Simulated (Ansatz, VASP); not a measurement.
Sn in VASP and in Ansatz

The input INCAR:

```
ALGO = Normal
EDIFF = 1E-6
ENCUT = 520
GGA = PE
ISIF = 2
ISMEAR = -1
LASPH = T
LCHARG = F
LREAL = F
LWAVE = F
NBANDS = 21
NELM = 80
PREC = Accurate
SIGMA = 0.05
```

The input KPOINTS:

```
k-points
0
Gamma
  13 13 7
```

File POSCAR:

```
Sn
1.0
    3.3087254370      0.0000000000      0.0000000000
   -1.6543627185      2.8654402826      0.0000000000
    0.0000000000      0.0000000000      5.2638457448
Sn
2
Direct
    0.3333333333      0.6666666667      0.2500000000
    0.6666666667      0.3333333333      0.7500000000
```

Input for Ansatz:

```yaml
crystal:
  lattice:
    - [3.308725437, 0.0, 0.0]
    - [-1.6543627185, 2.8654402826, 0.0]
    - [0.0, 0.0, 5.2638457448]
  atoms:
    - { symbol: Sn, position: [0.3333333333, 0.6666666667, 0.25] }
    - { symbol: Sn, position: [0.6666666667, 0.3333333333, 0.75] }
kpoints:
  mp_grid: { grid: [13, 13, 7] }
scf:
  occupations: { method: fermi_dirac, width: 0.05 }
hamiltonian:
  xc: pbe
  pseudopotentials: { kind: paw }
output:
  forces: true
  stress: true
  eigenvalues: true
  populations: true
  write_density: true
  write_potential: true
  elf: true
  volumetric_format: npy
```

Change from the starting cell: volume scaled by 0.9, PAW files.

Alike in both runs: task single point; functional PBE; k mesh 13 × 13 × 7; occupations fermi-dirac, width 0.05 eV; no spin polarisation.

|  | VASP | Ansatz |
| --- | --- | --- |
| version | VASP 6.6.1 | Ansatz 0.2.0 |
| potentials or method | VASP PAW PBE potentials, release 64 (Sn_d) | PAW with Ansatz's default frozen-core files, scalar-relativistic |
| plane-wave cutoff (eV) | 520 | 420 |
| valence electrons in the cell | 28 | 28 |

|  | VASP | Ansatz | Ansatz less VASP |
| --- | --- | --- | --- |
| pressure (GPa) | 6.4 | 6.5 | +0.08 |

The functional is the same, so the differences come from potentials, cutoffs and numerics.
